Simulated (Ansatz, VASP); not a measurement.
# Si2C3: VASP beside Ansatz

```
Si C
1.0
     3.85600    0.00000    0.00000
    -1.92800    3.33939    0.00000
     0.00000    0.00000    6.15132
Si C
2 3
Direct
  0.33333 0.66667 0.16483
  0.66667 0.33333 0.83517
  0.33333 0.66667 0.58027
  0.66667 0.33333 0.41973
  0.00000 0.00000 0.00000
```

Change from the starting cell: species swapped into the Mg2Sb3 type (P-3m1, No. 164).

Alike in both runs: task single point; functional PBE; k mesh 6 × 6 × 4; occupations gaussian, width 0.1 eV; no spin polarisation.

|  | VASP | Ansatz |
| --- | --- | --- |
| version | VASP 6.6.1 | Ansatz 0.2.0 |
| potentials or method | VASP PAW PBE potentials, release 64 (Si, C), cutoff 520 eV | scalar-relativistic, plane waves, PAW |
| valence electrons in the cell | 20 | 20 |

```csv
,VASP,Ansatz,Ansatz less VASP
gap on the k mesh at the Fermi level (eV),none,none,-
rms of the force components (eV/Å),0.781,0.781,-0.0001
```

Atom by atom the forces differ by 0.000 eV/Å (rms over components). A gap of «none» marks a metal or a gap that the smearing closes. With one functional, cell and mesh, what is left measures potentials, basis and numerics.
